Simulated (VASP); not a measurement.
# GePt (Pnma) in VASP: a series of runs

Runs on GePt. Level: PBEsol. Tasks: single point.

Program: VASP 6.6.1. These are calculated values, not measurements. Logs are shortened: lines on timing, memory, paths and dates and some standing lists are left out, and cuts for length are marked.

**1. The cell of the first run**

The structure is orthorhombic, space group Pnma (No. 62). The conventional cell has a = 5.719 Å, b = 3.697 Å, c = 6.084 Å, α = 90.00°, β = 90.00°, γ = 90.00°. Ge (site symmetry m) has 6 Pt at 2.48 to 2.65 Å and 2 Ge at 3.02 Å within 3.3 Å. Within 3.3 Å of Pt (site symmetry m) lie 6 Ge at 2.48 to 2.65 Å and 4 Pt at 2.95 to 2.97 Å.

**2. Single point, PBEsol**

File INCAR:

```
PREC = Accurate
ENCUT = 520
EDIFF = 1E-7
ISMEAR = 0
SIGMA = 0.1
LREAL = F
LASPH = T
NELM = 100
ALGO = Normal
ISIF = 2
LWAVE = F
LCHARG = T
GGA = PS
LELF = T
LVHAR = T
NBANDS = 58
```

File KPOINTS:

```
Automatic mesh
0
Gamma
  4 6 4
```

File POSCAR:

```
GePt
1.0
    5.7190000000      0.0000000000      0.0000000000
    0.0000000000      3.6970000000      0.0000000000
    0.0000000000      0.0000000000      6.0840000000
Ge Pt
4 4
Direct
    0.1850000000      0.2500000000      0.5900000000
    0.3150000000      0.7500000000      0.0900000000
    0.6850000000      0.2500000000      0.9100000000
    0.8150000000      0.7500000000      0.4100000000
    0.9995000000      0.2500000000      0.1908000000
    0.5005000000      0.7500000000      0.6908000000
    0.4995000000      0.2500000000      0.3092000000
    0.0005000000      0.7500000000      0.8092000000
```

Potentials or basis: VASP PAW PBE potentials, release 64 (Ge_d, Pt).

Started as:

```
$ cat potpaw_PBE.64/Ge_d/POTCAR potpaw_PBE.64/Pt/POTCAR > POTCAR
$ mpirun -np 1 vasp_std > vasp.out
```

OUTCAR:

```text
PREC = Accurate
   ENCUT = 520
   EDIFF = 1E-7
   ISMEAR = 0
   LREAL = F
   LASPH = T
   NELM = 100
   ISIF = 2
   GGA = PS

 ion  position               nearest neighbor table
   1  0.185  0.250  0.590-   7 2.48   8 2.51   8 2.51   5 2.65   6 2.65   6 2.65
   2  0.315  0.750  0.090-   8 2.48   7 2.51   7 2.51   6 2.65   5 2.65   5 2.65
   3  0.685  0.250  0.910-   5 2.48   6 2.51   6 2.51   7 2.65   8 2.65   8 2.65
   4  0.815  0.750  0.410-   6 2.48   5 2.51   5 2.51   8 2.65   7 2.65   7 2.65
   5  0.999  0.250  0.191-   3 2.48   4 2.51   4 2.51   1 2.65   2 2.65   2 2.65   7 2.95   7 2.95
                             8 2.97   8 2.97
   6  0.501  0.750  0.691-   4 2.48   3 2.51   3 2.51   2 2.65   1 2.65   1 2.65   8 2.95   8 2.95
                             7 2.97   7 2.97
   7  0.499  0.250  0.309-   1 2.48   2 2.51   2 2.51   3 2.65   4 2.65   4 2.65   5 2.95   5 2.95
                             6 2.97   6 2.97
   8  0.001  0.750  0.809-   2 2.48   1 2.51   1 2.51   4 2.65   3 2.65   3 2.65   6 2.95   6 2.95
                             5 2.97   5 2.97

  LATTYP: Found a simple orthorhombic cell.
 ALAT       =     3.6970000000
 B/A-ratio  =     1.5469299432
 C/A-ratio  =     1.6456586421

  Lattice vectors:

 A1 = (   0.0000000000,  -3.6970000000,   0.0000000000)
 A2 = (   5.7190000000,   0.0000000000,   0.0000000000)
 A3 = (   0.0000000000,   0.0000000000,   6.0840000000)

Analysis of symmetry for initial positions (statically):
=====================================================================
 Subroutine PRICEL returns:
 Original cell was already a primitive cell.

 Routine SETGRP: Setting up the symmetry group for a
 simple orthorhombic supercell.

 Subroutine GETGRP returns: Found  8 space group operations
 (whereof  2 operations were pure point group operations)
 out of a pool of  8 trial point group operations.

The static configuration has the point symmetry S_2 .
 The point group associated with its full space group is D_2h.

Analysis of symmetry for dynamics (positions and initial velocities):
=====================================================================
 Subroutine PRICEL returns:
 Original cell was already a primitive cell.

 Routine SETGRP: Setting up the symmetry group for a
 simple orthorhombic supercell.

 Subroutine GETGRP returns: Found  8 space group operations
 (whereof  2 operations were pure point group operations)
 out of a pool of  8 trial point group operations.

The dynamic configuration has the point symmetry S_2 .
 The point group associated with its full space group is D_2h.

 Subroutine INISYM returns: Found  8 space group operations
 (whereof  2 operations are pure point group operations),
 and found     1 'primitive' translations

----------------------------------------------------------------------------------------

                                     Primitive cell

  volume of cell :     128.6349

  direct lattice vectors                    reciprocal lattice vectors
     5.719000000  0.000000000  0.000000000     0.174855744  0.000000000  0.000000000
     0.000000000  3.697000000  0.000000000     0.000000000  0.270489586  0.000000000
     0.000000000  0.000000000  6.084000000     0.000000000  0.000000000  0.164365549

  length of vectors
     5.719000000  3.697000000  6.084000000     0.174855744  0.270489586  0.164365549

  position of ions in fractional coordinates (direct lattice)
     0.185000000  0.250000000  0.590000000
     0.315000000  0.750000000  0.090000000
     0.685000000  0.250000000  0.910000000
     0.815000000  0.750000000  0.410000000
     0.999500000  0.250000000  0.190800000
     0.500500000  0.750000000  0.690800000
     0.499500000  0.250000000  0.309200000
     0.000500000  0.750000000  0.809200000

  ion indices of the primitive-cell ions
   primitive index   ion index
                 1           1
                 2           2
                 3           3
                 4           4
                 5           5
                 6           6
                 7           7
                 8           8

----------------------------------------------------------------------------------------

 KPOINTS: Automatic mesh

Automatic generation of k-mesh.
 Grid dimensions read from file:
 generate k-points for:    4    6    4

 Generating k-lattice:

  Cartesian coordinates                     Fractional coordinates (reciprocal lattice)
     0.043713936  0.000000000  0.000000000     0.250000000  0.000000000  0.000000000
     0.000000000  0.045081598  0.000000000     0.000000000  0.166666667  0.000000000
     0.000000000  0.000000000  0.041091387     0.000000000  0.000000000  0.250000000

  Length of vectors
     0.043713936  0.045081598  0.041091387

  Shift w.r.t. Gamma in fractional coordinates (k-lattice)
     0.000000000  0.000000000  0.000000000

 Subroutine IBZKPT returns following result:
 ===========================================

 Found     36 irreducible k-points:

 Following reciprocal coordinates:
            Coordinates               Weight
  0.000000  0.000000  0.000000      1.000000
  0.250000  0.000000  0.000000      2.000000
  0.500000  0.000000  0.000000      1.000000
  0.000000  0.166667  0.000000      2.000000
  0.250000  0.166667  0.000000      4.000000
  0.500000  0.166667  0.000000      2.000000
[... 16 lines left out ...]
  0.250000  0.500000  0.250000      4.000000
  0.500000  0.500000  0.250000      2.000000
 [... further k-points ...]
   k-points           NKPTS =     36   k-points in BZ     NKDIM =     36   number of bands    NBANDS=     58
   number of dos      NEDOS =    301   number of ions     NIONS =      8
   total plane-waves  NPLWV =  64512
   dimension x,y,z NGX =    48 NGY =   28 NGZ =   48
   dimension x,y,z NGXF=    96 NGYF=   56 NGZF=   96
   ions per type =               4   4
   NGX,Y,Z   is equivalent  to a cutoff of  13.95, 12.59, 13.12 a.u.
   NGXF,Y,Z  is equivalent  to a cutoff of  27.91, 25.18, 26.23 a.u.
 SYSTEM =  unknown system
   PREC   = accura    normal or accurate (medium, high low for compatibility)
   ISTART =      0    job   : 0-new  1-cont  2-samecut
   ICHARG =      2    charge: 1-file 2-atom 10-const
   ISPIN  =      1    spin polarized calculation?
   LNONCOLLINEAR =      F non collinear calculations
   LSORBIT =      F    spin-orbit coupling
   LASPH  =      T    aspherical Exc in radial PAW
   ENCUT  =  520.0 eV  38.22 Ry    6.18 a.u.  10.63  6.87 11.31*2*pi/ulx,y,z
   NELM   =    100;   NELMIN=  2; NELMDL= -5     # of ELM steps
   EDIFF  = 0.1E-06   stopping-criterion for ELM
   LREAL  =      F    real-space projection
   EDIFFG = 0.1E-05   stopping-criterion for IOM
   NSW    =      0    number of steps for IOM
   IBRION =     -1    ionic relax: 0-MD 1-quasi-New 2-CG
   NFREE  =      0    steps in history (QN), initial steepest desc. (CG)
   ISIF   =      2    stress and relaxation
   ISYM   =      2    0-nonsym 1-usesym 2-fastsym
   POTIM  = 0.5000    time-step for ionic-motion
   TEBEG  =    0.0;   TEEND  =   0.0 temperature during run
   PSTRESS=    0.0 pullay stress
   NELECT =      96.0000    total number of electrons
   NUPDOWN=      -1.0000    fix difference up-down
   EMIN   =  10.00;   EMAX   =-10.00  energy-range for DOS
   EFERMI =   0.00;   METHOD = LEGACY
   ISMEAR =     0;   SIGMA  =   0.10  broadening in eV -4-tet -1-fermi 0-gaus
   EFERMI_NEDOS =   21; number of points for ismear=-14 and -15
   IALGO  =     38    algorithm
   IMIX   =      4    mixing-type and parameters
     AMIX     =   0.40;   BMIX     =  1.00
     AMIX_MAG =   1.60;   BMIX_MAG =  1.00
  volume/ion in A,a.u.               =      16.08       108.51
  Fermi-wavevector in a.u.,A,eV,Ry     =   1.484952  2.806152 30.001955  2.205082
  Thomas-Fermi vector in A             =   2.598424
   LORBIT       =      0    0 simple, 1 ext, 2 COOP (PROOUT), +10 PAW based schemes
   GGA     = PS    functional components
   LHFCALC =     F    Hartree Fock is set to
   AEXX    =    0.0000 exact exchange contribution
   IVDW    =     0    specifies the selected vdW correction
   LEPSILON=     F    determine dielectric tensor
   LRPA    =     F    only Hartree local field effects (RPA)
 non-spin polarized calculation
 Gauss-broadening in eV      SIGMA  =   0.10
  energy-cutoff  :      520.00
  volume of cell :      128.63
 maximum number of plane-waves:      3488
 NGX is ok and might be reduce to    48
   NGX = 21   NGY = 13   NGZ = 23

 number of electron      96.0000034 magnetization

 Free energy of the ion-electron system (eV)
  ---------------------------------------------------
  ext. energy  EPLUGINS =         0.00000000
  ---------------------------------------------------
  free energy    TOTEN  =       -51.65618150 eV

  energy without entropy =      -51.64223603  energy(sigma->0) =      -51.64920876

 E-fermi :   9.7035     XC(G=0): -12.6412

 val. band max:        9.7002597883   @ k =   0.0000   0.0000   0.5000
 cond. band min:       9.7391073404   @ k =   0.5000   0.0000   0.0000
 fundamental gap:      0.0388475521
 Fermi energy:         9.7035122578

 k-point     1 :       0.0000    0.0000    0.0000
  band No.  band energies     occupation
      1     -15.4219      2.00000
      2     -15.4132      2.00000
      3     -15.4132      2.00000
      4     -15.4094      2.00000
      5     -15.3990      2.00000
      6     -15.3841      2.00000
[... 50 lines left out ...]
     57      14.9124      0.00000
     58      15.4832      0.00000

 k-point     2 :       0.2500    0.0000    0.0000
  band No.  band energies     occupation
      1     -15.4204      2.00000
      2     -15.4142      2.00000
      3     -15.4117      2.00000
      4     -15.4090      2.00000
      5     -15.3979      2.00000
      6     -15.3870      2.00000
[... 50 lines left out ...]
     57      14.7752      0.00000
     58      15.2700      0.00000
[... 1279 lines left out ...]
     57      15.6799      0.00000
     58      15.6800      0.00000

 k-point    24 :       0.5000    0.5000    0.2500
  band No.  band energies     occupation
      1     -15.4083      2.00000
      2     -15.4083      2.00000
      3     -15.4083      2.00000
      4     -15.4083      2.00000
      5     -15.3875      2.00000
      6     -15.3875      2.00000
[... 50 lines left out ...]
     57      14.9182      0.00000
     58      14.9182      0.00000

 [... further k-points ...]

------------------------ aborting loop because EDIFF is reached ----------------------------------------

  FORCE on cell =-STRESS in cart. coord.  units (eV):
  Direction    XX          YY          ZZ          XY          YZ          ZX
  --------------------------------------------------------------------------------------
  -------------------------------------------------------------------------------------
  Total        1.0829501      1.1190629      0.6106044      0.0000000      0.0000000      0.0000000
  in kB       13.4883951     13.9381886      7.6052199      0.0000000      0.0000000      0.0000000
  external PRESSURE =      11.6772679 kB  Pullay stress =       0.0000000 kB

 VOLUME and BASIS-vectors are now :
 -----------------------------------------------------------------------------
  energy-cutoff  :      520.00
  volume of cell :      128.63
      direct lattice vectors                 reciprocal lattice vectors
     5.719000000  0.000000000  0.000000000     0.174855744  0.000000000  0.000000000
     0.000000000  3.697000000  0.000000000     0.000000000  0.270489586  0.000000000
     0.000000000  0.000000000  6.084000000     0.000000000  0.000000000  0.164365549

 POSITION                                       TOTAL-FORCE (eV/Angst)
 -----------------------------------------------------------------------------------
      1.05802      0.92425      3.58956        -0.043844     -0.000000     -0.086278
      1.80148      2.77275      0.54756         0.043844      0.000000     -0.086278
      3.91752      0.92425      5.53644        -0.043844      0.000000      0.086278
      4.66098      2.77275      2.49444         0.043844     -0.000000      0.086278
      5.71614      0.92425      1.16083         0.040555      0.000000     -0.026861
      2.86236      2.77275      4.20283        -0.040555     -0.000000     -0.026861
      2.85664      0.92425      1.88117         0.040555      0.000000      0.026861
      0.00286      2.77275      4.92317        -0.040555     -0.000000      0.026861
 -----------------------------------------------------------------------------------
    total drift:                                0.000000      0.000000      0.000000

  FREE ENERGIE OF THE ION-ELECTRON SYSTEM (eV)
  ---------------------------------------------------
  free  energy   TOTEN  =       -51.6561814988 eV

  energy  without entropy=      -51.6422360265  energy(sigma->0) =      -51.64920876
```

Wall time 8.1 min (1 thread of Intel Xeon 8259CL, shared host); peak memory 0.37 GiB.

What came out:

```
Free energy            : -51.6562 eV
Pressure               : 1.2 GPa
Largest force          : 0.097 eV/Å
Band gap on the k mesh : zero (bands 48 and 49 overlap by 1.14 eV)
```

Forces on the atoms (eV/Å):
```
Ge  -0.044  0.000 -0.086
Ge   0.044  0.000 -0.086
Ge  -0.044  0.000  0.086
Ge   0.044  0.000  0.086
Pt   0.041  0.000 -0.027
Pt  -0.041  0.000 -0.027
Pt   0.041  0.000  0.027
Pt  -0.041  0.000  0.027
```

Caveat: the PAW data sets were made with another functional, which shifts forces and pressure a little; spin-orbit coupling is left out, which moves the levels of the heavy elements.

(Continued in part 2 of 2.)
